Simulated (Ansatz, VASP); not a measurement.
# Two plane-wave programs on PtS2

Contents of INCAR:

```
PREC     = Accurate       # precision mode
ENCUT    = 520            # plane-wave cutoff, eV
EDIFF    = 1E-7           # SCF threshold, eV
ISMEAR   = 0              # smearing method
SIGMA    = 0.05           # smearing width, eV
LREAL    = False          # projectors in reciprocal space
LASPH    = True           # aspherical terms in the spheres
NELM     = 100            # most SCF steps
ALGO     = Normal         # electronic algorithm
ISIF     = 2              # what is computed and relaxed
LWAVE    = False          # write WAVECAR
LCHARG   = False          # write CHGCAR
LDIPOL   = True         
IDIPOL   = 3            
DIPOL    = 0.5 0.5 0.396
GGA      = PE             # functional
IVDW     = 12             # dispersion correction
NBANDS   = 31             # bands
```

File KPOINTS:

```
Automatic mesh
0
Gamma
  9 9 1
```

Contents of POSCAR:

```
PtS2
1.0
    3.5415277692      0.0000000000      0.0000000000
   -1.7707638846      3.0670530163      0.0000000000
    0.0000000000      0.0000000000     22.4670602589
S Pt
4 2
Direct
    0.6666666667      0.3333333333      0.2002932270
    0.3333333333      0.6666666667      0.3108341745
    0.5000000000      1.3333333333      0.4817510615
    0.8333333333      1.0000000000      0.5922920091
    0.0000000000      0.0000000000      0.2555637007
    1.1666666667      1.6666666667      0.5370215353
```

Input for Ansatz:

```yaml
crystal:
  lattice:
    - [3.5415277692, 0.0, 0.0]
    - [-1.7707638846, 3.0670530163, 0.0]
    - [0.0, 0.0, 22.4670602589]
  atoms:
    - { symbol: S, position: [0.6666666667, 0.3333333333, 0.200293227] }
    - { symbol: Pt, position: [0.0, 0.0, 0.2555637007] }
    - { symbol: S, position: [0.3333333333, 0.6666666667, 0.3108341745] }
    - { symbol: S, position: [0.5, 1.3333333333, 0.4817510615] }
    - { symbol: Pt, position: [1.1666666667, 1.6666666667, 0.5370215353] }
    - { symbol: S, position: [0.8333333333, 1.0, 0.5922920091] }
basis:
  ecutwfc: 420
kpoints:
  mp_grid: { grid: [9, 9, 1] }
hamiltonian:
  xc: pbe
  pseudopotentials: { kind: paw, azcp: { folder: soft_1 } }
  dispersion: d3bj
scf:
  occupations: { method: gaussian, width: 0.05 }
output:
  forces: true
  eigenvalues: true
efield:
  axis: 3
  dipole_correction: true
  ramp_width: 0.04
```

Alike in both runs: task single point; functional PBE; dispersion D3(BJ); k mesh 9 × 9 × 1; occupations gaussian, width 0.05 eV; no spin polarisation.

|  | VASP | Ansatz |
| --- | --- | --- |
| version | VASP 6.6.1 | Ansatz 0.2.0 |
| potentials or method | VASP PAW PBE potentials, release 64 (S, Pt), cutoff 520 eV | scalar-relativistic, plane waves, PAW |
| valence electrons in the cell | 44 | 60 |

```csv
,VASP,Ansatz,Ansatz less VASP
gap on the k mesh at the Fermi level (eV),1.61,1.60,-0.005
least direct gap on the mesh (eV),1.69,1.69,-0.005
rms of the force components (eV/Å),0.024,0.027,+0.0034
```

VASP's potentials hold 44 valence electrons a cell and Ansatz's 60, so a difference there can come from the potentials and not from the codes.

Neither program's run includes spin-orbit coupling.
